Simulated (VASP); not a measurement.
# Sb (R-3m) in VASP: a series of runs, part 2 of 2

VASP 6.6.1. The steps go on from the part before.

### 4 Single point, r2SCAN

POSCAR

```
Sb
1.0
    2.1706020527      1.2531976795      3.8710910875
   -2.1706020527      1.2531976795      3.8710910875
    0.0000000000     -2.5063953589      3.8710910875
Sb
2
Direct
    0.2313018333      0.2313018333      0.2313018333
    0.7686981667      0.7686981667      0.7686981667
```

INCAR.step1

```
SYSTEM = Sb
PREC = Accurate
ENCUT = 520
ISMEAR = -1
SIGMA = 1.0
LREAL = .FALSE.
LASPH = .TRUE.
NELM = 80
NBANDS = 12
GGA = PE
ALGO = Normal
EDIFF = 1E-4
LWAVE = .TRUE.
LCHARG = .FALSE.
```

INCAR.step2

```
SYSTEM = Sb
PREC = Accurate
ENCUT = 520
EDIFF = 1E-6
ISMEAR = -1
SIGMA = 1.0
LREAL = .FALSE.
LASPH = .TRUE.
NELM = 80
ALGO = Normal
ISIF = 2
LWAVE = .FALSE.
LCHARG = .TRUE.
METAGGA = R2SCAN
LMIXTAU = .TRUE.
LELF = .TRUE.
LVHAR = .TRUE.
NBANDS = 12
ISTART = 1
```

KPOINTS

```
Automatic mesh
0
G
  9 9 9
  0 0 0
```

Potentials or basis: VASP PAW PBE potentials, release 64 (Sb).

Started as:

```
> cat potpaw_PBE.64/Sb/POTCAR > POTCAR
> cp INCAR.step1 INCAR
> mpirun -np 1 vasp_std > vasp.out
> cp INCAR.step2 INCAR
> mpirun -np 1 vasp_std > vasp.out
```

OUTCAR:

```text
SYSTEM = Sb
   PREC = Accurate
   ENCUT = 520
   EDIFF = 1E-6
   ISMEAR = -1
   LREAL = .FALSE.
   LASPH = .TRUE.
   NELM = 80
   ISIF = 2
   METAGGA = R2SCAN
   ISTART = 1

 ion  position               nearest neighbor table
   1  0.231  0.231  0.231-   2 2.92   2 2.92   2 2.92   2 3.45   2 3.45   2 3.45
   2  0.769  0.769  0.769-   1 2.92   1 2.92   1 2.92   1 3.45   1 3.45   1 3.45

  LATTYP: Found a trigonal (rhomboedric) cell.
 ALAT       =     4.6116552238
 COS(alpha) =     0.5569255040

[... 547 lines left out ...]

------------------------ aborting loop because EDIFF is reached ----------------------------------------

  FORCE on cell =-STRESS in cart. coord.  units (eV):
  Direction    XX          YY          ZZ          XY          YZ          ZX
  --------------------------------------------------------------------------------------
  -------------------------------------------------------------------------------------
  Total        1.7048084      1.7048084      1.2474374      0.0000000      0.0000000      0.0000000
  in kB       43.2316427     43.2316427     31.6333288      0.0000000      0.0000000      0.0000000
  external PRESSURE =      39.3655381 kB  Pullay stress =       0.0000000 kB

 VOLUME and BASIS-vectors are now :
 -----------------------------------------------------------------------------
  energy-cutoff  :      520.00
  volume of cell :       63.18
      direct lattice vectors                 reciprocal lattice vectors
     2.170602053  1.253197679  3.871091087     0.230350837  0.132993118  0.086108367
    -2.170602053  1.253197679  3.871091087    -0.230350837  0.132993118  0.086108367
     0.000000000 -2.506395359  3.871091087     0.000000000 -0.265986236  0.086108367

 POSITION                                       TOTAL-FORCE (eV/Angst)
 -----------------------------------------------------------------------------------
      0.00000      0.00000      2.68617         0.000000      0.000000      0.745576
      0.00000      0.00000      8.92710         0.000000     -0.000000     -0.745576
 -----------------------------------------------------------------------------------
    total drift:                                0.000000     -0.000000      0.000000

  FREE ENERGIE OF THE ION-ELECTRON SYSTEM (eV)
  ---------------------------------------------------
  free  energy   TOTEN  =       -52.8757722075 eV

  energy  without entropy=      -49.3696154204  energy(sigma->0) =      -51.12269381
```

Run time: 2.9 min. Hardware: 1 thread of Intel Xeon Platinum 8259CL at 2.50GHz (Skylake/Cascade Lake), shared host; peak memory 0.24 GiB.

Results:

```
Free energy   : -52.8758 eV
Pressure      : 3.9 GPa
Largest force : 0.746 eV/Å
```

Forces in eV/Å, atoms in the order of the input:
```
Sb   0.000  0.000  0.746
Sb   0.000  0.000 -0.746
```

Levels at points of the mesh, in eV from the Fermi level:
```tsv
k point	band 1	band 2	band 3	band 4	band 5	band 6	band 7	band 8	band 9	band 10
(0.00, 0.00, 0.00)	-12.88	-4.88	-2.07	-1.74	-1.74	2.11	2.83	2.83	5.78	5.78
```

Caveat: the PAW data sets were made with another functional, which shifts forces and pressure a little; spin-orbit coupling is left out, which moves the levels of the heavy elements.

### 5 Single point, r2SCAN

POSCAR

```
Sb
1.0
    2.1706019836      1.2531976396      3.8710903194
   -2.1706019836      1.2531976396      3.8710903194
    0.0000000000     -2.5063952791      3.8710903194
Sb
2
Direct
    0.2313018554      0.2313018554      0.2313018554
    0.7686981446      0.7686981446      0.7686981446
```

INCAR.step1

```
ALGO = Normal
EDIFF = 1E-4
ENCUT = 520
GGA = PE
ISMEAR = -1
LASPH = T
LCHARG = F
LREAL = F
LWAVE = T
NBANDS = 12
NELM = 60
PREC = Accurate
SIGMA = 0.1
```

INCAR.step2

```
ALGO = Normal
EDIFF = 1E-7
ENCUT = 520
ISIF = 2
ISMEAR = -1
ISTART = 1
LASPH = T
LCHARG = F
LMIXTAU = T
LREAL = F
LWAVE = F
METAGGA = R2SCAN
NBANDS = 12
NELM = 60
PREC = Accurate
SIGMA = 0.1
```

KPOINTS

```
k-points
0
Gamma
  9 9 9
```

Started as:

```
> cat potpaw_PBE.64/Sb/POTCAR > POTCAR
> cp INCAR.step1 INCAR
> mpirun -np 1 vasp_std > vasp.out
> cp INCAR.step2 INCAR
> mpirun -np 1 vasp_std > vasp.out
```

Wall time 3.4 min (1 thread of AMD EPYC 9R45 (Zen 5), shared host); peak memory 0.21 GiB.

The run converged. Its results:

```
Free energy            : -51.4009 eV
Pressure               : 0.1 GPa
Largest force          : 0.054 eV/Å
Band gap on the k mesh : 0.13 eV, indirect (least direct gap 0.58 eV)
```

Forces in eV/Å, atoms in the order of the input:
```
Sb   0.000  0.000  0.054
Sb   0.000  0.000 -0.054
```

Levels at points of the mesh, in eV from the valence-band top:
```csv
k point,band 3,band 4,band 5,band 6,band 7,band 8
"(0.00, 0.00, 0.00)",-2.19,-1.88,-1.88,1.94,2.68,2.68
```

Caveat: the PAW data sets were made with another functional, which shifts forces and pressure a little; spin-orbit coupling is left out, which moves the levels of the heavy elements. A k mesh can miss the band edges.

### 6 The runs side by side

```csv
smearing,pressure (GPa),largest force (eV/Å)
fermi-dirac 0.3 eV,0.2,0.16
fermi-dirac 0.6 eV,1.1,0.42
fermi-dirac 1 eV,3.9,0.75
fermi-dirac 0.1 eV,0.1,0.05
```

Alike in all rows: task single point; level r2SCAN; potentials or basis VASP PAW PBE potentials, release 64 (Sb); no spin polarisation; cell a = 4.612 Å, angles 56.2°, 2 atoms; k mesh 9 × 9 × 9; cutoff (eV) 520.

Caveats: the PAW data sets were made with another functional, which shifts forces and pressure a little; spin-orbit coupling is left out, which moves the levels of the heavy elements.

Absolute energies hang on the potentials; compare differences alone.
